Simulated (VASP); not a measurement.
# KI in VASP: further runs, part 2 of 2

VASP 6.6.1.

## 4. Single point, r2SCAN (in-plane strain -0.02)

POSCAR reads:

```
KI
1.0
    3.4750357461      3.4750357461      0.0000000000
   -3.4750357461      3.4750357461      0.0000000000
    0.0000000000      3.4750357461      3.5885063011
K I
1 1
Direct
    0.0000000000      0.0000000000      0.0000000000
    0.5000000000      0.5000000000      0.0000000000
```

INCAR.step1 reads:

```
SYSTEM = KI
PREC     = Accurate       ! precision mode
ENCUT    = 520            ! plane-wave cutoff, eV
ISMEAR   = 0              ! smearing method
SIGMA    = 0.01           ! smearing width, eV
LREAL    = .FALSE.        ! projectors in reciprocal space
LASPH    = .TRUE.         ! aspherical terms in the spheres
NELM     = 80             ! most SCF steps
NBANDS   = 15             ! bands
GGA      = PE             ! functional
ALGO     = Normal         ! electronic algorithm
EDIFF    = 1E-4           ! SCF threshold, eV
LWAVE    = .TRUE.         ! write WAVECAR
LCHARG   = .FALSE.        ! write CHGCAR
```

INCAR.step2 reads:

```
SYSTEM = KI
PREC     = Accurate       ! precision mode
ENCUT    = 520            ! plane-wave cutoff, eV
EDIFF    = 1E-6           ! SCF threshold, eV
ISMEAR   = 0              ! smearing method
SIGMA    = 0.01           ! smearing width, eV
LREAL    = .FALSE.        ! projectors in reciprocal space
LASPH    = .TRUE.         ! aspherical terms in the spheres
NELM     = 80             ! most SCF steps
ALGO     = Normal         ! electronic algorithm
ISIF     = 2              ! what is computed and relaxed
LWAVE    = .FALSE.        ! write WAVECAR
LCHARG   = .FALSE.        ! write CHGCAR
METAGGA  = R2SCAN         ! meta-GGA
LMIXTAU  = .TRUE.       
NBANDS   = 15             ! bands
ISTART   = 1
```

KPOINTS reads:

```
regular mesh
0
G
  6 6 6
  0 0 0
```

Potentials or basis: VASP PAW PBE potentials, release 64 (K_sv, I).

Run with:

```
cat potpaw_PBE.64/K_sv/POTCAR potpaw_PBE.64/I/POTCAR > POTCAR
cp INCAR.step1 INCAR
mpirun -np 1 vasp_std > vasp.out
cp INCAR.step2 INCAR
mpirun -np 1 vasp_std > vasp.out
```

OUTCAR:

```text
SYSTEM = KI
   PREC = Accurate
   ENCUT = 520
   EDIFF = 1E-6
   ISMEAR = 0
   LREAL = .FALSE.
   LASPH = .TRUE.
   NELM = 80
   ISIF = 2
   METAGGA = R2SCAN
   ISTART = 1

 ion  position               nearest neighbor table
   1  0.000  0.000  0.000-   2 3.48   2 3.48   2 3.48   2 3.48   2 3.59   2 3.59
   2  0.500  0.500  0.000-   1 3.48   1 3.48   1 3.48   1 3.48   1 3.59   1 3.59

  LATTYP: Found a body centered tetragonal cell.
 ALAT       =     4.9144426819
 C/A-ratio  =     1.4603919644

  Lattice vectors:

 A1 = (   3.4750357461,   0.0000000000,  -3.5885063011)
 A2 = (  -3.4750357461,   0.0000000000,  -3.5885063011)
 A3 = (   0.0000000000,   3.4750357461,   3.5885063011)

Analysis of symmetry for initial positions (statically):
=====================================================================
 Subroutine PRICEL returns:
 Original cell was already a primitive cell.

 Routine SETGRP: Setting up the symmetry group for a
 body centered tetragonal supercell.

 Subroutine GETGRP returns: Found 16 space group operations
 (whereof 16 operations were pure point group operations)
 out of a pool of 16 trial point group operations.

The static configuration has the point symmetry D_4h.

Analysis of symmetry for dynamics (positions and initial velocities):
=====================================================================
 Subroutine PRICEL returns:
 Original cell was already a primitive cell.

 Routine SETGRP: Setting up the symmetry group for a
 body centered tetragonal supercell.

 Subroutine GETGRP returns: Found 16 space group operations
 (whereof 16 operations were pure point group operations)
 out of a pool of 16 trial point group operations.

The dynamic configuration has the point symmetry D_4h.

 Subroutine INISYM returns: Found 16 space group operations
 (whereof 16 operations are pure point group operations),
 and found     1 'primitive' translations

----------------------------------------------------------------------------------------

                                     Primitive cell

  volume of cell :      86.6687
[... 115 lines left out ...]
   LHFCALC =     F    Hartree Fock is set to
   AEXX    =    0.0000 exact exchange contribution
   IVDW    =     0    specifies the selected vdW correction
   LEPSILON=     F    determine dielectric tensor
   LRPA    =     F    only Hartree local field effects (RPA)
 non-spin polarized calculation
 Gauss-broadening in eV      SIGMA  =   0.01
  energy-cutoff  :      520.00
  volume of cell :       86.67
 maximum number of plane-waves:      2345
 NGX is ok and might be reduce to    40
   NGX = 19   NGY = 19   NGZ = 19

 number of electron      15.9999999 magnetization

 Free energy of the ion-electron system (eV)
  ---------------------------------------------------
  ext. energy  EPLUGINS =         0.00000000
  ---------------------------------------------------
  free energy    TOTEN  =       -33.97538841 eV

  energy without entropy =      -33.97538841  energy(sigma->0) =      -33.97538841

 E-fermi :  -0.4886     XC(G=0):  -7.5889

 val. band max:       -0.6595177113   @ k =   0.0000   0.0000   0.0000
 cond. band min:       3.9857888126   @ k =   0.0000   0.0000   0.0000
 fundamental gap:      4.6453065240
 Fermi energy:        -0.4885888264

 k-point     1 :       0.0000    0.0000    0.0000
  band No.  band energies     occupation
      1     -30.2913      2.00000
      2     -13.0106      2.00000
      3     -13.0089      2.00000
      4     -13.0089      2.00000
      5     -11.5053      2.00000
      6      -0.6724      2.00000
      7      -0.6595      2.00000
      8      -0.6595      2.00000
      9       3.9858      0.00000
     10       6.2473      0.00000
     11       6.4430      0.00000
     12       6.4430      0.00000
     13       7.1765      0.00000
     14       7.3061      0.00000
[... 401 lines left out ...]
      2     -13.1085      2.00000
      3     -13.0351      2.00000
      4     -13.0247      2.00000
      5     -11.2459      2.00000
      6      -1.6696      2.00000
      7      -1.3325      2.00000
      8      -1.1332      2.00000
      9       6.1566      0.00000
     10       6.5200      0.00000
     11       7.1394      0.00000
     12       8.3896      0.00000
     13       8.9503      0.00000
     14       9.2715      0.00000
     15       9.9604      0.00000

 [... further k-points ...]
[... 5 lines left out ...]
  --------------------------------------------------------------------------------------
  -------------------------------------------------------------------------------------
  Total        0.4041325      0.4041325     -0.1139050      0.0000000     -0.0000000      0.0000000
  in kB        7.4708865      7.4708865     -2.1056733      0.0000000     -0.0000000      0.0000000
  external PRESSURE =       4.2786999 kB  Pullay stress =       0.0000000 kB

 VOLUME and BASIS-vectors are now :
 -----------------------------------------------------------------------------
  energy-cutoff  :      520.00
  volume of cell :       86.67
      direct lattice vectors                 reciprocal lattice vectors
     3.475035746  3.475035746  0.000000000     0.143883412  0.143883412 -0.139333739
    -3.475035746  3.475035746  0.000000000    -0.143883412  0.143883412 -0.139333739
     0.000000000  3.475035746  3.588506301     0.000000000  0.000000000  0.278667478

 POSITION                                       TOTAL-FORCE (eV/Angst)
 -----------------------------------------------------------------------------------
      0.00000      0.00000      0.00000         0.000000      0.000000      0.000000
      0.00000      3.47504      0.00000        -0.000000     -0.000000      0.000000
 -----------------------------------------------------------------------------------
    total drift:                                0.000000     -0.000000     -0.000000

  FREE ENERGIE OF THE ION-ELECTRON SYSTEM (eV)
  ---------------------------------------------------
  free  energy   TOTEN  =       -33.9753884068 eV

  energy  without entropy=      -33.9753884068  energy(sigma->0) =      -33.97538841
```

Wall time 5.4 min (1 thread of Oxide Virtual Turin-like, shared host); peak memory 0.23 GiB.

What came out:

```
Free energy            : -33.9754 eV
Pressure               : 0.4 GPa
Band gap on the k mesh : 4.65 eV, direct
```

Stress tensor (GPa, compression positive):
```
 0.75  0.00  0.00
 0.00  0.75  0.00
 0.00  0.00 -0.21
```

Levels at points of the mesh, in eV from the valence-band top:
```csv
k point,band 5,band 6,band 7,band 8,band 9,band 10,band 11,band 12
"(0.00, 0.00, 0.00)",-10.85,-0.01,0.00,0.00,4.65,6.91,7.10,7.10
"(0.50, 0.00, 0.00)",-10.53,-1.37,-0.36,-0.35,6.04,8.38,8.68,8.93
"(0.50, 0.50, 0.00)",-10.68,-1.04,-0.42,-0.39,5.33,6.53,8.87,9.57
"(0.00, 0.00, 0.50)",-10.69,-1.07,-0.35,-0.35,5.36,6.54,8.80,9.45
```

Caveat: the cell differs from its parent crystal (in-plane strain -0.02); the PAW data sets were made with another functional, which shifts forces and pressure a little; spin-orbit coupling is left out, which moves the levels of the heavy elements.

## 5. Single point, r2SCAN

POSCAR reads:

```
KI
1.0
    3.5459548430      3.5459548430      0.0000000000
   -3.5459548430      3.5459548430      0.0000000000
    0.0000000000      3.5459548430      3.5459548430
K I
1 1
Direct
    0.0000000000      0.0000000000      0.0000000000
    0.5000000000      0.5000000000      0.0000000000
```

INCAR.step1 reads:

```
SYSTEM = KI
  PREC = Accurate
  ENCUT = 520
  ISMEAR = -1
  SIGMA = 0.1
  LREAL = .FALSE.
  LASPH = .TRUE.
  NELM = 100
  NBANDS = 15
  GGA = PE
  ALGO = Normal
  EDIFF = 1E-4
  LWAVE = .TRUE.
  LCHARG = .FALSE.
```

INCAR.step2 reads:

```
SYSTEM = KI
  PREC = Accurate
  ENCUT = 520
  EDIFF = 1E-7
  ISMEAR = -1
  SIGMA = 0.1
  LREAL = .FALSE.
  LASPH = .TRUE.
  NELM = 100
  ALGO = Normal
  ISIF = 2
  LWAVE = .FALSE.
  LCHARG = .FALSE.
  METAGGA = R2SCAN
  LMIXTAU = .TRUE.
  NBANDS = 15
  ISTART = 1
```

KPOINTS reads:

```
regular mesh
0
G
  10 10 10
  0 0 0
```

Run with:

```
cat potpaw_PBE.64/K_sv/POTCAR potpaw_PBE.64/I/POTCAR > POTCAR
cp INCAR.step1 INCAR
mpirun -np 1 vasp_std > vasp.out
cp INCAR.step2 INCAR
mpirun -np 1 vasp_std > vasp.out
```

Run time: 7.3 min. Hardware: 1 thread of Oxide Virtual Turin-like, shared host; peak memory 0.25 GiB.

Results (log left out):

```
Free energy            : -33.9844 eV
Pressure               : 0.0 GPa
Band gap on the k mesh : 4.58 eV, direct
```

Levels at points of the mesh, in eV from the valence-band top:
```tsv
k point	band 5	band 6	band 7	band 8	band 9	band 10	band 11	band 12
(0.00, 0.00, 0.00)	-10.80	0.00	0.00	0.00	4.58	7.05	7.05	7.05
(0.50, 0.00, 0.00)	-10.52	-1.29	-0.33	-0.33	6.01	8.30	8.74	8.74
(0.50, 0.50, 0.00)	-10.65	-1.00	-0.37	-0.37	5.39	6.47	8.82	9.39
```

Caveat: the PAW data sets were made with another functional, which shifts forces and pressure a little; spin-orbit coupling is left out, which moves the levels of the heavy elements. A k mesh can miss the band edges.

## 6. Relaxation of cell and atoms, r2SCAN

This run uses another cell than the first one, of 44.09 Å³/atom, 0.989 times its volume.

POSCAR reads:

```
KI
1.0
    3.5327750000      3.5327750000      0.0000000000
   -3.5327750000      3.5327750000      0.0000000000
    0.0000000000      3.5327750000      3.5327750000
K I
1 1
Direct
    0.0000000000      0.0000000000      0.0000000000
    0.5000000000      0.5000000000      0.0000000000
```

INCAR.step1 reads:

```
SYSTEM = KI
PREC = Accurate
ENCUT = 600
ISMEAR = -1
SIGMA = 0.1
LREAL = .False.
LASPH = .True.
NELM = 80
GGA = PE
ALGO = Normal
EDIFF = 1E-4
LWAVE = .True.
LCHARG = .False.
```

INCAR.step2 reads:

```
SYSTEM = KI
PREC = Accurate
ENCUT = 600
EDIFF = 1E-6
ISMEAR = -1
SIGMA = 0.1
LREAL = .False.
LASPH = .True.
NELM = 80
ALGO = Normal
ISIF = 3
LWAVE = .False.
LCHARG = .False.
METAGGA = R2SCAN
LMIXTAU = .True.
IBRION = 2
NSW = 100
EDIFFG = -0.002
ISTART = 1
```

KPOINTS reads:

```
regular mesh
0
Gamma
  10 10 10
  0 0 0
```

Potentials or basis: VASP PAW PBE potentials, release 64 (K_sv, I).

Run with:

```
cat potpaw_PBE.64/K_sv/POTCAR potpaw_PBE.64/I/POTCAR > POTCAR
cp INCAR.step1 INCAR
mpirun -np 1 vasp_std > vasp.out
cp INCAR.step2 INCAR
mpirun -np 1 vasp_std > vasp.out
```

Run time: 22 min. Hardware: 1 thread of Oxide Virtual Turin-like, shared host; peak memory 0.28 GiB.

The run converged. Its results:

```yaml
Free_energy: -33.9856 eV
Relaxed_volume: 44.67 Å³/atom
Relaxed_cell: a = 5.018 Å, b = 5.018 Å, c = 5.018 Å, α = 60.00°, β = 60.00°, γ = 90.00°
Space_group_after_relaxing_to_0.05_Å: Fm-3m (No. 225)
Energy_gained_by_relaxing: 0.3 meV/atom
Ionic_steps: 6
Pressure_after_relaxing: 0.0 GPa
Band_gap_on_the_k_mesh: 4.57 eV, direct
```

Step by step:
```csv
step,energy change (eV),largest force (eV/Å),pressure (GPa),volume (Å³)
1,0.0000,0.0000,0.16,88.18
2,-0.0004,0.0000,0.07,88.74
3,-0.0005,0.0000,0.01,89.14
4,-0.0005,0.0000,0.03,89.24
5,-0.0005,0.0000,-0.02,89.44
6,-0.0005,0.0000,0.01,89.35
```

Final structure:
```
CELL_PARAMETERS angstrom
3.54829 3.54829 0.00000
-3.54829 3.54829 0.00000
0.00000 3.54829 3.54829
ATOMIC_POSITIONS crystal
K 0.00000 0.00000 0.00000
I 0.50000 0.50000 0.00000
```

Levels at points of the mesh, in eV from the valence-band top:
```csv
k point,band 5,band 6,band 7,band 8,band 9,band 10,band 11,band 12
"(0.00, 0.00, 0.00)",-10.79,0.00,0.00,0.00,4.57,7.05,7.05,7.05
"(0.50, 0.00, 0.00)",-10.52,-1.29,-0.32,-0.32,6.01,8.30,8.74,8.74
"(0.50, 0.50, 0.00)",-10.64,-1.00,-0.37,-0.37,5.39,6.47,8.82,9.38
```

Caveat: the PAW data sets were made with another functional, which shifts forces and pressure a little; spin-orbit coupling is left out, which moves the levels of the heavy elements.

## 7. The runs side by side

| task | cell | k mesh | cutoff (eV) | smearing | gap on the mesh (eV) | pressure (GPa) |
| --- | --- | --- | --- | --- | --- | --- |
| single point | a = 5.015 Å, angles 60.0, 60.0, 90.0°, 2 atoms | 6 × 6 × 6 | 520 | gaussian 0.01 eV | 4.58 | 0.0 |
| single point | a = 4.914, b = 4.914, c = 4.976 Å, angles 60.4, 60.4, 90.0°, 2 atoms | 6 × 6 × 6 | 520 | gaussian 0.01 eV | 4.67 | 0.5 |
| single point | a = 4.914, b = 4.914, c = 4.995 Å, angles 60.5, 60.5, 90.0°, 2 atoms | 6 × 6 × 6 | 520 | gaussian 0.01 eV | 4.65 | 0.4 |
| single point | a = 5.015 Å, angles 60.0, 60.0, 90.0°, 2 atoms | 10 × 10 × 10 | 520 | fermi-dirac 0.1 eV | 4.58 | 0.0 |
| relaxation of cell and atoms | relaxed from a = 4.996 Å, angles 60.0, 60.0, 90.0°, 2 atoms | 10 × 10 × 10 | 600 | fermi-dirac 0.1 eV | 4.57 | 0.0 |

Alike in all rows: level r2SCAN; potentials or basis VASP PAW PBE potentials, release 64 (K_sv, I); no spin polarisation.

Caveats: the PAW data sets were made with another functional, which shifts forces and pressure a little; spin-orbit coupling is left out, which moves the levels of the heavy elements.

Total energies depend on the potentials used, so only differences within one code and one set of settings carry meaning.
